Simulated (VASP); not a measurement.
Crystal: TePb.

```
Pb Te
1.0
     0.00000    3.20931    3.20931
     3.20931    0.00000    3.20931
     3.20931    3.20931    0.00000
Pb Te
1 1
Direct
  0.00000 0.00000 0.00000
  0.50000 0.50000 0.50000
```

Base run:

```yaml
Program: VASP 6.6.1
Functional: PBE
Dispersion: D3(BJ)
Potentials_or_basis: VASP PAW PBE potentials, release 64 (Pb_d, Te)
Cutoff: 520 eV
k_mesh: 7 × 7 × 7
Occupations: fermi-dirac, width 0.05 eV
Spin: no spin polarisation
```

Its results: pressure 1.0 GPa.

Question: The run is repeated on the same cell with these changes: functional from PBE to BLYP. What comes out?

Answer: Pressure 1.7 GPa.

BLYP binds less tightly than PBE, so the same cell stands under more pressure.

Caveats: the PAW data sets were made with another functional, which shifts forces and pressure a little (some runs).
